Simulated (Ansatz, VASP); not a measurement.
# Two plane-wave programs on SiO2

```
CELL_PARAMETERS angstrom
-2.46085 2.46085 3.64011
2.46085 -2.46085 3.64011
2.46085 2.46085 -3.64011
ATOMIC_POSITIONS crystal
Si 0.00000 0.00000 0.00000
Si 0.75000 0.25000 0.50000
O 0.97522 0.62500 0.85022
O 0.37500 0.22522 0.35022
O 0.77478 0.12500 0.14978
O 0.87500 0.02478 0.64978
```

Alike in both runs: functional LDA; k mesh 8 × 8 × 8; occupations gaussian, width 0.02 eV; no spin polarisation.

Ansatz relaxed the structure, and its values are those at the end. VASP's run is a single point on that final structure, the one shown.

|  | VASP | Ansatz |
| --- | --- | --- |
| version | VASP 6.6.1 | Ansatz 0.2.0 |
| potentials or method | VASP PAW LDA potentials, release 64 (Si, O), cutoff 600 eV | scalar-relativistic, plane waves, PAW |
| valence electrons in the cell | 32 | 32 |

```tsv
	VASP	Ansatz	Ansatz less VASP
gap on the k mesh at the Fermi level (eV)	5.77	5.77	0.000
least direct gap on the mesh (eV)	5.77	5.77	0.000
pressure (GPa)	0.3	0.0	-0.29
rms of the force components (eV/Å)	0.009	0.002	-0.0067
```

LDA's correlation is that of Perdew and Zunger in VASP and of Perdew and Wang (1992) in Ansatz.
